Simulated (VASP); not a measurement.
# Sr (P-1) in VASP: single point with PBE

Aim: the single point of Sr with PBE.

Everything below comes from runs of VASP 6.6.1. Logs are shortened: lines on timing, memory, paths and dates and some standing lists are left out, and cuts for length are marked.

## 1. The cell of the first run

The typed cell holds 2 atoms: a = 4.333 Å, b = 4.192 Å, c = 7.143 Å, α = 89.98°, β = 90.02°, γ = 121.04°.

## 2. Single point, PBE

File INCAR:

```
SYSTEM = Sr
PREC = Accurate
ENCUT = 520
EDIFF = 1E-6
ISMEAR = 1
SIGMA = 0.15
LREAL = .FALSE.
LASPH = .TRUE.
NELM = 60
ALGO = Normal
ISIF = 2
LWAVE = .FALSE.
LCHARG = .FALSE.
GGA = PE
NBANDS = 17
```

File KPOINTS:

```
Automatic mesh
0
G
  6 6 3
  0 0 0
```

File POSCAR:

```
Sr
1.0
    4.3325293271      0.0027268623     -0.0005905024
   -2.1639031315      3.5907603274      0.0006340022
   -0.0009659030      0.0006398258      7.1426812119
Sr
2
Direct
    0.2741530976      0.5908929648      0.2731814649
    0.6307606324      0.3024851052      0.7731961551
```

Potentials or basis: VASP PAW PBE potentials, release 64 (Sr_sv).

The run is started by

```sh
$ cat potpaw_PBE.64/Sr_sv/POTCAR > POTCAR
$ mpirun -np 1 vasp_std > vasp.out
```

OUTCAR:

```text
SYSTEM = Sr
   PREC = Accurate
   ENCUT = 520
   EDIFF = 1E-6
   ISMEAR = 1
   LREAL = .FALSE.
   LASPH = .TRUE.
   NELM = 60
   ISIF = 2
   GGA = PE

 ion  position               nearest neighbor table
   1  0.274  0.591  0.273-   2 4.30   2 4.30   2 4.30   2 4.31   2 4.39   2 4.39
   2  0.631  0.302  0.773-   1 4.30   1 4.30   1 4.30   1 4.31   1 4.39   1 4.39

  LATTYP: Found a triclinic cell.
 ALAT       =     4.1923784292
 B/A-ratio  =     1.0011387685
 C/A-ratio  =     1.7037300965
 COS(alpha) =     0.0000171864
 COS(beta)  =     0.0002977495
 COS(gamma) =     0.4666191190

  Lattice vectors:

 A1 = (   2.1639031315,  -3.5907603274,  -0.0006340022)
 A2 = (  -2.1686261956,  -3.5934871897,  -0.0000434998)
 A3 = (   0.0009659030,  -0.0006398258,  -7.1426812119)

Analysis of symmetry for initial positions (statically):
=====================================================================
 Subroutine PRICEL returns:
 Original cell was already a primitive cell.

 Routine SETGRP: Setting up the symmetry group for a
 triclinic supercell.

 Subroutine GETGRP returns: Found  2 space group operations
 (whereof  1 operations were pure point group operations)
 out of a pool of  2 trial point group operations.

The static configuration has the point symmetry C_1 .
 The point group associated with its full space group is S_2 .

Analysis of symmetry for dynamics (positions and initial velocities):
=====================================================================
 Subroutine PRICEL returns:
 Original cell was already a primitive cell.

 Routine SETGRP: Setting up the symmetry group for a
 triclinic supercell.

 Subroutine GETGRP returns: Found  2 space group operations
 (whereof  1 operations were pure point group operations)
 out of a pool of  2 trial point group operations.

The dynamic configuration has the point symmetry C_1 .
 The point group associated with its full space group is S_2 .

 Subroutine INISYM returns: Found  2 space group operations
 (whereof  1 operations are pure point group operations),
 and found     1 'primitive' translations

----------------------------------------------------------------------------------------

                                     Primitive cell

  volume of cell :     111.1614

  direct lattice vectors                    reciprocal lattice vectors
     4.332529327  0.002726862 -0.000590502     0.230724546  0.139041738  0.000018746
    -2.163903132  3.590760327  0.000634002    -0.000175218  0.278386963 -0.000024961
    -0.000965903  0.000639826  7.142681212     0.000019090 -0.000013215  0.140003452

  length of vectors
     4.332530225  4.192378429  7.142681306     0.269381554  0.278387019  0.140003454

  position of ions in fractional coordinates (direct lattice)
     0.274153098  0.590892965  0.273181465
     0.630760632  0.302485105  0.773196155

  ion indices of the primitive-cell ions
   primitive index   ion index
                 1           1
                 2           2

----------------------------------------------------------------------------------------

 KPOINTS: Automatic mesh

Automatic generation of k-mesh.
 Grid dimensions read from file:
 generate k-points for:    6    6    3

 Generating k-lattice:

  Cartesian coordinates                     Fractional coordinates (reciprocal lattice)
     0.038454091  0.023173623  0.000003124     0.166666667 -0.000000000  0.000000000
    -0.000029203  0.046397827 -0.000004160     0.000000000  0.166666667  0.000000000
     0.000006363 -0.000004405  0.046667817     0.000000000  0.000000000  0.333333333

  Length of vectors
     0.044896926  0.046397836  0.046667818

  Shift w.r.t. Gamma in fractional coordinates (k-lattice)
     0.000000000  0.000000000  0.000000000

 Subroutine IBZKPT returns following result:
 ===========================================

 Found     56 irreducible k-points:

 Following reciprocal coordinates:
            Coordinates               Weight
  0.000000  0.000000  0.000000      1.000000
  0.166667 -0.000000  0.000000      2.000000
  0.333333 -0.000000  0.000000      2.000000
  0.500000 -0.000000  0.000000      1.000000
  0.000000  0.166667 -0.000000      2.000000
  0.166667  0.166667 -0.000000      2.000000
[... 16 lines left out ...]
  0.333333 -0.000000  0.333333      2.000000
  0.500000 -0.000000  0.333333      2.000000
 [... further k-points ...]
   k-points           NKPTS =     56   k-points in BZ     NKDIM =     56   number of bands    NBANDS=     17
   number of dos      NEDOS =    301   number of ions     NIONS =      2
   total plane-waves  NPLWV =  55296
   dimension x,y,z NGX =    32 NGY =   32 NGZ =   54
   dimension x,y,z NGXF=    64 NGYF=   64 NGZF=  108
   ions per type =               2
   NGX,Y,Z   is equivalent  to a cutoff of  12.28, 12.69, 12.57 a.u.
   NGXF,Y,Z  is equivalent  to a cutoff of  24.56, 25.38, 25.14 a.u.
 SYSTEM =  Sr
   PREC   = accura    normal or accurate (medium, high low for compatibility)
   ISTART =      0    job   : 0-new  1-cont  2-samecut
   ICHARG =      2    charge: 1-file 2-atom 10-const
   ISPIN  =      1    spin polarized calculation?
   LNONCOLLINEAR =      F non collinear calculations
   LSORBIT =      F    spin-orbit coupling
   LASPH  =      T    aspherical Exc in radial PAW
   ENCUT  =  520.0 eV  38.22 Ry    6.18 a.u.   8.06  7.80 13.28*2*pi/ulx,y,z
   NELM   =     60;   NELMIN=  2; NELMDL= -5     # of ELM steps
   EDIFF  = 0.1E-05   stopping-criterion for ELM
   LREAL  =      F    real-space projection
   EDIFFG = 0.1E-04   stopping-criterion for IOM
   NSW    =      0    number of steps for IOM
   IBRION =     -1    ionic relax: 0-MD 1-quasi-New 2-CG
   NFREE  =      0    steps in history (QN), initial steepest desc. (CG)
   ISIF   =      2    stress and relaxation
   ISYM   =      2    0-nonsym 1-usesym 2-fastsym
   POTIM  = 0.5000    time-step for ionic-motion
   TEBEG  =    0.0;   TEEND  =   0.0 temperature during run
   PSTRESS=    0.0 pullay stress
   NELECT =      20.0000    total number of electrons
   NUPDOWN=      -1.0000    fix difference up-down
   EMIN   =  10.00;   EMAX   =-10.00  energy-range for DOS
   EFERMI =   0.00;   METHOD = LEGACY
   ISMEAR =     1;   SIGMA  =   0.15  broadening in eV -4-tet -1-fermi 0-gaus
   EFERMI_NEDOS =   21; number of points for ismear=-14 and -15
   IALGO  =     38    algorithm
   IMIX   =      4    mixing-type and parameters
     AMIX     =   0.40;   BMIX     =  1.00
     AMIX_MAG =   1.60;   BMIX_MAG =  1.00
  volume/ion in A,a.u.               =      55.58       375.08
  Fermi-wavevector in a.u.,A,eV,Ry     =   0.924202  1.746488 11.621405  0.854149
  Thomas-Fermi vector in A             =   2.049922
   LORBIT       =      0    0 simple, 1 ext, 2 COOP (PROOUT), +10 PAW based schemes
   GGA     = PE    functional components
   LHFCALC =     F    Hartree Fock is set to
   AEXX    =    0.0000 exact exchange contribution
   IVDW    =     0    specifies the selected vdW correction
   LEPSILON=     F    determine dielectric tensor
   LRPA    =     F    only Hartree local field effects (RPA)
 non-spin polarized calculation
 Methfessel and Paxton  Order N= 1 SIGMA  =   0.15
  energy-cutoff  :      520.00
  volume of cell :      111.16
 maximum number of plane-waves:      3014
   NGX = 17   NGY = 15   NGZ = 27

 number of electron      20.0000000 magnetization

 Free energy of the ion-electron system (eV)
  ---------------------------------------------------
  ext. energy  EPLUGINS =         0.00000000
  ---------------------------------------------------
  free energy    TOTEN  =        -3.22915088 eV

  energy without entropy =       -3.22168452  energy(sigma->0) =       -3.22666209

 E-fermi :   1.5492     XC(G=0):  -7.3188

 val. band max:        1.5451395496   @ k =   0.0000   0.5000  -0.0000
 cond. band min:       1.5602106640   @ k =   0.3333  -0.0000   0.0000
 fundamental gap:      0.0150711144
 Fermi energy:         1.5492369297

 k-point     1 :       0.0000    0.0000    0.0000
  band No.  band energies     occupation
      1     -35.0910      2.00000
      2     -35.0797      2.00000
      3     -17.1491      2.00000
      4     -17.0093      2.00000
      5     -16.9969      2.00000
      6     -16.9823      2.00000
[... 9 lines left out ...]
     16       4.4016     -0.00000
     17       4.7019      0.00000

 k-point     2 :       0.1667   -0.0000    0.0000
  band No.  band energies     occupation
      1     -35.0879      2.00000
      2     -35.0780      2.00000
      3     -17.1333      2.00000
      4     -17.0447      2.00000
      5     -17.0222      2.00000
      6     -17.0106      2.00000
[... 9 lines left out ...]
     16       4.4073     -0.00000
     17       4.6237      0.00000

 k-point     3 :       0.3333   -0.0000    0.0000
  band No.  band energies     occupation
      1     -35.0813      2.00000
      2     -35.0750      2.00000
      3     -17.1216      2.00000
      4     -17.1002      2.00000
      5     -17.0949      2.00000
      6     -17.0306      2.00000
[... 9 lines left out ...]
     16       4.9195      0.00000
     17       5.3742      0.00000

 k-point     4 :       0.5000   -0.0000    0.0000
  band No.  band energies     occupation
      1     -35.0773      2.00000
      2     -35.0742      2.00000
      3     -17.1602      2.00000
      4     -17.1378      2.00000
      5     -17.0653      2.00000
      6     -17.0401      2.00000
[... 9 lines left out ...]
     16       5.7099      0.00000
     17       6.3606      0.00000
[... 343 lines left out ...]
      1     -35.0854      2.00000
      2     -35.0805      2.00000
      3     -17.1031      2.00000
      4     -17.0463      2.00000
      5     -17.0314      2.00000
      6     -17.0057      2.00000
[... 9 lines left out ...]
     16       4.3818     -0.00000
     17       5.0575      0.00000

 k-point    23 :       0.3333   -0.0000    0.3333
  band No.  band energies     occupation
      1     -35.0797      2.00000
      2     -35.0766      2.00000
      3     -17.1352      2.00000
      4     -17.1194      2.00000
      5     -17.0520      2.00000
      6     -17.0245      2.00000
[... 9 lines left out ...]
     16       4.9843      0.00000
     17       5.1947      0.00000

 k-point    24 :       0.5000   -0.0000    0.3333
  band No.  band energies     occupation
      1     -35.0765      2.00000
      2     -35.0750      2.00000
      3     -17.1687      2.00000
      4     -17.1563      2.00000
      5     -17.0410      2.00000
      6     -17.0348      2.00000
[... 9 lines left out ...]
     16       5.2292      0.00000
     17       5.7442      0.00000

 [... further k-points ...]
[... 5 lines left out ...]
  --------------------------------------------------------------------------------------
  -------------------------------------------------------------------------------------
  Total       -0.0031772      0.0154906      0.0134167     -0.0035551     -0.0002149      0.0009202
  in kB       -0.0457933      0.2232676      0.1933755     -0.0512399     -0.0030971      0.0132626
  external PRESSURE =       0.1236166 kB  Pullay stress =       0.0000000 kB

 VOLUME and BASIS-vectors are now :
 -----------------------------------------------------------------------------
  energy-cutoff  :      520.00
  volume of cell :      111.16
      direct lattice vectors                 reciprocal lattice vectors
     4.332529327  0.002726862 -0.000590502     0.230724546  0.139041738  0.000018746
    -2.163903132  3.590760327  0.000634002    -0.000175218  0.278386963 -0.000024961
    -0.000965903  0.000639826  7.142681212     0.000019090 -0.000013215  0.140003452

 POSITION                                       TOTAL-FORCE (eV/Angst)
 -----------------------------------------------------------------------------------
     -0.09112      2.12268      1.95146         0.000260     -0.001070      0.000119
      2.07749      1.08837      5.52251        -0.000260      0.001070     -0.000119
 -----------------------------------------------------------------------------------
    total drift:                                0.000000     -0.000000     -0.000000

  FREE ENERGIE OF THE ION-ELECTRON SYSTEM (eV)
  ---------------------------------------------------
  free  energy   TOTEN  =        -3.2291508773 eV

  energy  without entropy=       -3.2216845215  energy(sigma->0) =       -3.22666209
```

Wall time 34 s (1 thread of Intel Xeon Platinum 8559C (Emerald Rapids), shared host); peak memory 0.26 GiB.

Results:

| Item | Value |
| --- | --- |
| Free energy | -3.2292 eV |
| Pressure | 0.0 GPa |
| Band gap on the k mesh | zero (band 10 reaches 1.64 eV, above the bottom of band 11 at 1.46 eV) |
